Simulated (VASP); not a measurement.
# TiSi40H16Cl4 in VASP: single point with PBEsol

Aim: the single point of TiSi40H16Cl4 with PBEsol.

Everything below comes from runs of VASP 6.6.1. Logs are shortened: lines on timing, memory, paths and dates and some standing lists are left out, and cuts for length are marked.

### Step 1. The cell of the first run

The cell holds a slab with vacuum, 61 atoms: a = 7.679 Å, b = 15.358 Å, c = 20.256 Å, α = 90.00°, β = 90.00°, γ = 90.00°.

### Step 2. Single point, PBEsol

INCAR

```
ALGO = Normal
EDIFF = 1E-6
ENCUT = 400
GGA = PS
GGA_COMPAT = F
ISIF = 2
ISMEAR = -1
LASPH = T
LCHARG = F
LREAL = Auto
LWAVE = F
NBANDS = 144
NELM = 120
NELMDL = -8
PREC = Accurate
SIGMA = 0.05
```

KPOINTS

```
k-points
0
Gamma
  2 1 1
```

POSCAR

```
TiSi40H16Cl4
1.0
    7.6791800000      0.0000000000      0.0000000000
    0.0000000000     15.3583590000      0.0000000000
    0.0000000000      0.0000000000     20.2555000000
H Si Ti Cl
16 40 1 4
Direct
    0.4093920100      0.0000000000      0.0493693100
    0.0906079700      0.0000000000      0.0493693100
    0.9093919800      0.0000000000      0.0493693100
    0.5906079500      0.0000000000      0.0493693100
    0.4093920100      0.2500000000      0.0493693100
    0.0906079700      0.2500000000      0.0493693100
    0.9093919800      0.2500000000      0.0493693100
    0.5906079500      0.2500000000      0.0493693100
    0.4093920100      0.5000000100      0.0493693100
    0.0906079700      0.5000000100      0.0493693100
    0.9093919800      0.5000000100      0.0493693100
    0.5906079500      0.5000000100      0.0493693100
    0.4093920100      0.7500000100      0.0493693100
    0.0906079700      0.7500000100      0.0493693100
    0.9093919800      0.7500000100      0.0493693100
    0.5906079500      0.7500000100      0.0493693100
    0.2499999900      0.0000000000      0.0920984400
    0.7499999700      0.0000000000      0.0920984400
    0.2499999900      0.2500000000      0.0920984400
    0.7499999700      0.2500000000      0.0920984400
    0.2499999900      0.5000000100      0.0920984400
    0.7499999700      0.5000000100      0.0920984400
    0.2499999900      0.7500000100      0.0920984400
    0.7499999700      0.7500000100      0.0920984400
    0.2500282599      0.1252587142      0.1557113013
    0.7500037913      0.1252344273      0.1556845048
    0.2500654841      0.3743870692      0.1601673940
    0.7500016669      0.3750838067      0.1609119263
    0.2496930045      0.6248944291      0.1555986536
    0.7497356989      0.6250420901      0.1555628710
    0.2500343910      0.8747642092      0.1612201166
    0.7500032947      0.8749736879      0.1610644263
   -0.0000442388      0.1216591599      0.2200049883
    0.5000789904      0.1216621224      0.2200256066
    0.0013533040      0.3753155344      0.2290228495
    0.4987581292      0.3753228967      0.2290354690
   -0.0005746289      0.6250946428      0.2205786813
    0.4999524920      0.6251146778      0.2205266428
   -0.0003230230      0.8761272735      0.2300103389
    0.5003787780      0.8761107785      0.2300252902
    0.0003678353      0.0050753837      0.2942002745
    0.4997027751      0.0050625091      0.2942081829
    0.0008747756      0.2457387307      0.2924946833
    0.4992113259      0.2457525984      0.2925215562
    0.0155487177      0.5040103852      0.2933400069
    0.4851304810      0.5040858407      0.2932501464
    0.0013173233      0.7448318339      0.2915802314
    0.4987731857      0.7448066705      0.2916012372
    0.2500306447      0.0313543935      0.3598560533
    0.7500321515      0.0325639003      0.3590243738
    0.2500407471      0.1719444781      0.3228316258
    0.7500475800      0.1733076828      0.3225648075
    0.2503570917      0.5458010054      0.3621822563
    0.7503583797      0.5563963829      0.3281847838
    0.2500481550      0.7034040866      0.3510565613
    0.7500947404      0.7074841218      0.3524236485
    0.7500713934      0.6397579368      0.4651774738
    1.2497681254      0.7627851432      0.4435110736
    0.9920019290      0.5638536369      0.4756510996
    0.7500818046      0.7519354446      0.5305117432
    0.5079471854      0.5639514268      0.4755025091
```

Potentials or basis: VASP PAW PBE potentials, release 64 (H, Si, Ti_sv, Cl).

Started as:

```sh
$ cat potpaw_PBE.64/H/POTCAR potpaw_PBE.64/Si/POTCAR potpaw_PBE.64/Ti_sv/POTCAR potpaw_PBE.64/Cl/POTCAR > POTCAR
$ mpirun -np 1 vasp_std > vasp.out
```

OUTCAR:

```text
EDIFF = 1E-6
   ENCUT = 400
   GGA = PS
   ISIF = 2
   ISMEAR = -1
   LASPH = T
   LREAL = Auto
   NELM = 120
   NELMDL = -8
   PREC = Accurate

 ion  position               nearest neighbor table
   1  0.409  0.000  0.049-  17 1.50
   2  0.091  0.000  0.049-  17 1.50
   3  0.909  0.000  0.049-  18 1.50
   4  0.591  0.000  0.049-  18 1.50
   5  0.409  0.250  0.049-  19 1.50
   6  0.091  0.250  0.049-  19 1.50
[... 8 lines left out ...]
  15  0.909  0.750  0.049-  24 1.50
  16  0.591  0.750  0.049-  24 1.50
  17  0.250  0.000  0.092-   1 1.50   2 1.50  25 2.32  31 2.38
  18  0.750  0.000  0.092-   3 1.50   4 1.50  26 2.31  32 2.37
  19  0.250  0.250  0.092-   5 1.50   6 1.50  25 2.31  27 2.36
  20  0.750  0.250  0.092-   7 1.50   8 1.50  26 2.31  28 2.37
  21  0.250  0.500  0.092-   9 1.50  10 1.50  29 2.31  27 2.37
  22  0.750  0.500  0.092-  11 1.50  12 1.50  30 2.31  28 2.37
[... 8 lines left out ...]
  31  0.250  0.875  0.161-  23 2.37  39 2.37  40 2.37  17 2.38
  32  0.750  0.875  0.161-  40 2.37  39 2.37  24 2.37  18 2.37
  33  1.000  0.122  0.220-  26 2.32  25 2.32  41 2.34  43 2.41  51 2.94  52 2.94
  34  0.500  0.122  0.220-  26 2.32  25 2.32  42 2.34  44 2.41  51 2.94  52 2.94
  35  0.001  0.375  0.229-  27 2.36  43 2.37  45 2.37  28 2.37
  36  0.499  0.375  0.229-  27 2.37  46 2.37  44 2.37  28 2.37
  37  0.999  0.625  0.221-  30 2.33  29 2.33  47 2.33  45 2.38  54 3.09
  38  0.500  0.625  0.221-  30 2.33  29 2.33  48 2.33  46 2.37  54 3.09
  39  1.000  0.876  0.230-  41 2.37  47 2.37  32 2.37  31 2.37
  40  0.500  0.876  0.230-  42 2.37  48 2.37  32 2.37  31 2.37
  41  0.000  0.005  0.294-  33 2.34  50 2.37  49 2.37  39 2.37
  42  0.500  0.005  0.294-  34 2.34  50 2.37  49 2.37  40 2.37
  43  0.001  0.246  0.292-  52 2.31  51 2.31  35 2.37  33 2.41
  44  0.499  0.246  0.293-  52 2.31  51 2.31  36 2.37  34 2.41
  45  0.016  0.504  0.293-  54 2.30  53 2.37  35 2.37  37 2.38
  46  0.485  0.504  0.293-  54 2.30  53 2.37  36 2.37  38 2.37
  47  0.001  0.745  0.292-  37 2.33  55 2.35  56 2.36  39 2.37
  48  0.499  0.745  0.292-  38 2.33  55 2.35  56 2.36  40 2.37
  49  0.250  0.031  0.360-  51 2.29  41 2.37  42 2.37
  50  0.750  0.033  0.359-  52 2.28  42 2.37  41 2.37
  51  0.250  0.172  0.323-  49 2.29  44 2.31  43 2.31  34 2.94  33 2.94
  52  0.750  0.173  0.323-  50 2.28  43 2.31  44 2.31  34 2.94  33 2.94
  53  0.250  0.546  0.362-  45 2.37  46 2.37  55 2.43
  54  0.750  0.556  0.328-  45 2.30  46 2.30  56 2.37  37 3.09  38 3.09
  55  0.250  0.703  0.351-  58 2.08  48 2.35  47 2.35  53 2.43
  56  0.750  0.707  0.352-  47 2.36  48 2.36  54 2.37  57 2.51
  57  0.750  0.640  0.465-  60 2.17  59 2.20  61 2.20  56 2.51
  58  0.250  0.763  0.444-  55 2.08
  59  0.992  0.564  0.476-  57 2.20
  60  0.750  0.752  0.531-  57 2.17
  61  0.508  0.564  0.476-  57 2.20

  LATTYP: Found a simple orthorhombic cell.
 ALAT       =     7.6791800000
 B/A-ratio  =     1.9999998698
 C/A-ratio  =     2.6377165270

  Lattice vectors:

 A1 = (   7.6791800000,   0.0000000000,   0.0000000000)
 A2 = (   0.0000000000,  15.3583590000,   0.0000000000)
 A3 = (   0.0000000000,   0.0000000000,  20.2555000000)

Analysis of symmetry for initial positions (statically):
=====================================================================
 Subroutine PRICEL returns:
 Original cell was already a primitive cell.

 Routine SETGRP: Setting up the symmetry group for a
 simple orthorhombic supercell.

 Subroutine GETGRP returns: Found  1 space group operations
 (whereof  1 operations were pure point group operations)
 out of a pool of  8 trial point group operations.

The static configuration has the point symmetry C_1 .

Analysis of symmetry for dynamics (positions and initial velocities):
=====================================================================
 Subroutine PRICEL returns:
 Original cell was already a primitive cell.

 Routine SETGRP: Setting up the symmetry group for a
 simple orthorhombic supercell.

 Subroutine GETGRP returns: Found  1 space group operations
 (whereof  1 operations were pure point group operations)
 out of a pool of  8 trial point group operations.

The dynamic configuration has the point symmetry C_1 .

 Subroutine INISYM returns: Found  1 space group operations
 (whereof  1 operations are pure point group operations),
 and found     1 'primitive' translations
[... 154 lines left out ...]
     0.000000000  0.065111123  0.000000000     0.000000000  1.000000000  0.000000000
     0.000000000  0.000000000  0.049369307     0.000000000  0.000000000  1.000000000

  Length of vectors
     0.065111119  0.065111123  0.049369307

  Shift w.r.t. Gamma in fractional coordinates (k-lattice)
     0.000000000  0.000000000  0.000000000

 Subroutine IBZKPT returns following result:
 ===========================================

 Found      2 irreducible k-points:

 Following reciprocal coordinates:
            Coordinates               Weight
  0.000000  0.000000  0.000000      1.000000
  0.500000  0.000000  0.000000      1.000000
   k-points           NKPTS =      2   k-points in BZ     NKDIM =      2   number of bands    NBANDS=    144
   number of dos      NEDOS =    301   number of ions     NIONS =     61
   total plane-waves  NPLWV = 700000
   dimension x,y,z NGX =    50 NGY =  100 NGZ =  140
   dimension x,y,z NGXF=   100 NGYF=  200 NGZF=  280
   ions per type =              16  40   1   4
   NGX,Y,Z   is equivalent  to a cutoff of  10.82, 10.82, 11.49 a.u.
   NGXF,Y,Z  is equivalent  to a cutoff of  21.65, 21.65, 22.98 a.u.
 SYSTEM =  unknown system
   PREC   = accura    normal or accurate (medium, high low for compatibility)
   ISTART =      0    job   : 0-new  1-cont  2-samecut
   ICHARG =      2    charge: 1-file 2-atom 10-const
   ISPIN  =      1    spin polarized calculation?
   LNONCOLLINEAR =      F non collinear calculations
   LSORBIT =      F    spin-orbit coupling
   LASPH  =      T    aspherical Exc in radial PAW
   ENCUT  =  400.0 eV  29.40 Ry    5.42 a.u.  12.52 25.05 33.03*2*pi/ulx,y,z
   NELM   =    120;   NELMIN=  2; NELMDL= -8     # of ELM steps
   EDIFF  = 0.1E-05   stopping-criterion for ELM
   LREAL  =      T    real-space projection
   EDIFFG = 0.1E-04   stopping-criterion for IOM
   NSW    =      0    number of steps for IOM
   IBRION =     -1    ionic relax: 0-MD 1-quasi-New 2-CG
   NFREE  =      0    steps in history (QN), initial steepest desc. (CG)
   ISIF   =      2    stress and relaxation
   ISYM   =      2    0-nonsym 1-usesym 2-fastsym
   POTIM  = 0.5000    time-step for ionic-motion
   TEBEG  =    0.0;   TEEND  =   0.0 temperature during run
   PSTRESS=    0.0 pullay stress
   NELECT =     216.0000    total number of electrons
   NUPDOWN=      -1.0000    fix difference up-down
   EMIN   =  10.00;   EMAX   =-10.00  energy-range for DOS
   EFERMI =   0.00;   METHOD = LEGACY
   ISMEAR =    -1;   SIGMA  =   0.05  broadening in eV -4-tet -1-fermi 0-gaus
   EFERMI_NEDOS =   21; number of points for ismear=-14 and -15
   IALGO  =     38    algorithm
   IMIX   =      4    mixing-type and parameters
     AMIX     =   0.40;   BMIX     =  1.00
     AMIX_MAG =   1.60;   BMIX_MAG =  1.00
  volume/ion in A,a.u.               =      39.16       264.28
  Fermi-wavevector in a.u.,A,eV,Ry     =   0.734782  1.388537  7.345849  0.539905
  Thomas-Fermi vector in A             =   1.827819
   LORBIT       =      0    0 simple, 1 ext, 2 COOP (PROOUT), +10 PAW based schemes
   GGA     = PS    functional components
   LHFCALC =     F    Hartree Fock is set to
   AEXX    =    0.0000 exact exchange contribution
   IVDW    =     0    specifies the selected vdW correction
   LEPSILON=     F    determine dielectric tensor
   LRPA    =     F    only Hartree local field effects (RPA)
 non-spin polarized calculation
  energy-cutoff  :      400.00
  volume of cell :     2388.93
 maximum number of plane-waves:     43361
   NGX = 25   NGY = 51   NGZ = 67

 number of electron     215.9999982 magnetization

 Free energy of the ion-electron system (eV)
  ---------------------------------------------------
  ext. energy  EPLUGINS =         0.00000000
  ---------------------------------------------------
  free energy    TOTEN  =      -292.11493850 eV

  energy without entropy =     -292.10209025  energy(sigma->0) =     -292.10851437

 E-fermi :  -0.7057     XC(G=0):  -4.5497

 val. band max:       -0.8923584317   @ k =   0.5000   0.0000   0.0000
 cond. band min:      -0.5233695392   @ k =   0.5000   0.0000   0.0000
 fundamental gap:      0.3689888924
 Fermi energy:        -0.7057173165

 k-point     1 :       0.0000    0.0000    0.0000
  band No.  band energies     occupation
      1     -58.3895      2.00000
      2     -34.8989      2.00000
      3     -34.8778      2.00000
      4     -34.5813      2.00000
      5     -16.6072      2.00000
      6     -16.4639      2.00000
[... 112 lines left out ...]
    119       0.8267      0.00000
    120       0.9598      0.00000

 k-point     2 :       0.5000    0.0000    0.0000
  band No.  band energies     occupation
      1     -58.3895      2.00000
      2     -34.8989      2.00000
      3     -34.8778      2.00000
      4     -34.5813      2.00000
      5     -16.5712      2.00000
      6     -16.4797      2.00000
[... 112 lines left out ...]
    119       1.0084      0.00000
    120       1.1781      0.00000
 [bands above 120 left out]

------------------------ aborting loop because EDIFF is reached ----------------------------------------

  FORCE on cell =-STRESS in cart. coord.  units (eV):
  Direction    XX          YY          ZZ          XY          YZ          ZX
  --------------------------------------------------------------------------------------
  -------------------------------------------------------------------------------------
  Total       32.1404983     -2.7787265      0.1348490     -0.0037274      0.0512977     -0.0004215
  in kB       21.5556219     -1.8636045      0.0904390     -0.0024998      0.0344038     -0.0002827
  external PRESSURE =       6.5941522 kB  Pullay stress =       0.0000000 kB

 VOLUME and BASIS-vectors are now :
 -----------------------------------------------------------------------------
  energy-cutoff  :      400.00
  volume of cell :     2388.93
      direct lattice vectors                 reciprocal lattice vectors
     7.679180000  0.000000000  0.000000000     0.130222237  0.000000000  0.000000000
     0.000000000 15.358359000  0.000000000     0.000000000  0.065111123  0.000000000
     0.000000000  0.000000000 20.255500000     0.000000000  0.000000000  0.049369307

 POSITION                                       TOTAL-FORCE (eV/Angst)
 -----------------------------------------------------------------------------------
      3.14379      0.00000      1.00000        -0.459088     -0.078007     -0.059360
      0.69579      0.00000      1.00000         0.458970     -0.078020     -0.058920
      6.98338      0.00000      1.00000        -0.463459     -0.073694     -0.062156
      4.53538      0.00000      1.00000         0.463295     -0.073741     -0.062174
      3.14379      3.83959      1.00000        -0.492394      0.081444     -0.058316
      0.69579      3.83959      1.00000         0.492089      0.081887     -0.057615
[... 53 lines left out ...]
      5.76001     11.54849     10.74578        -0.000411      0.007387      0.000699
      3.90062      8.66137      9.63154        -0.003874     -0.000349      0.008343
 -----------------------------------------------------------------------------------
    total drift:                                0.001671     -0.003455      0.007555

  FREE ENERGIE OF THE ION-ELECTRON SYSTEM (eV)
  ---------------------------------------------------
  free  energy   TOTEN  =      -292.1149384974 eV

  energy  without entropy=     -292.1020902461  energy(sigma->0) =     -292.10851437
```

Wall time 47 min (1 thread of Oxide Virtual Turin-like, shared host); peak memory 1.5 GiB.

What came out:

```yaml
Free_energy: -292.1149 eV
Largest_force: 0.502 eV/Å
Band_gap_on_the_k_mesh: 0.37 eV
```

Forces on the atoms (eV/Å):
```
H   -0.459 -0.078 -0.059
H    0.459 -0.078 -0.059
H   -0.463 -0.074 -0.062
H    0.463 -0.074 -0.062
H   -0.492  0.081 -0.058
H    0.492  0.082 -0.058
H   -0.484  0.100 -0.044
H    0.483  0.101 -0.044
H   -0.471 -0.098 -0.054
H    0.472 -0.101 -0.056
H   -0.470 -0.097 -0.047
H    0.471 -0.099 -0.049
H   -0.484  0.069 -0.057
H    0.485  0.072 -0.059
H   -0.483  0.072 -0.052
H    0.483  0.074 -0.053
Si   0.001 -0.249  0.136
Si   0.000 -0.239  0.114
Si   0.001  0.133  0.033
Si   0.001  0.198  0.136
Si  -0.001 -0.194  0.065
Si  -0.002 -0.154  0.114
Si  -0.003  0.265  0.092
Si  -0.001  0.274  0.099
Si   0.000  0.002  0.000
Si   0.000  0.002  0.000
Si  -0.002  0.001 -0.003
Si   0.003  0.002  0.001
Si   0.000 -0.001 -0.003
Si   0.001  0.000  0.000
Si   0.000  0.002 -0.001
Si   0.001  0.000  0.000
Si   0.000  0.001  0.002
Si   0.000  0.002  0.001
Si   0.001  0.000  0.001
Si  -0.002 -0.002  0.000
Si   0.004 -0.004  0.001
Si   0.002 -0.001  0.002
Si   0.000 -0.002  0.003
Si  -0.001 -0.002  0.004
Si  -0.002 -0.004 -0.002
Si   0.001 -0.003 -0.002
Si   0.000  0.013  0.005
Si   0.000  0.012  0.004
Si   0.000 -0.002  0.000
Si  -0.004 -0.005  0.006
Si  -0.005  0.006  0.003
Si   0.007  0.006  0.001
Si   0.000 -0.015  0.019
Si   0.001 -0.015  0.020
Si   0.000  0.005 -0.003
Si   0.000  0.005 -0.003
Si   0.000 -0.008  0.007
Si  -0.001  0.002  0.006
Si  -0.002  0.011  0.028
Si  -0.001  0.005 -0.004
Ti  -0.001 -0.002  0.002
Cl   0.001 -0.008 -0.021
Cl   0.007 -0.001  0.005
Cl   0.000  0.007  0.001
Cl  -0.004  0.000  0.008
```

Caveat: there is no dipole correction, which matters where the two faces differ; the PAW data sets were made with another functional, which shifts forces and pressure a little.
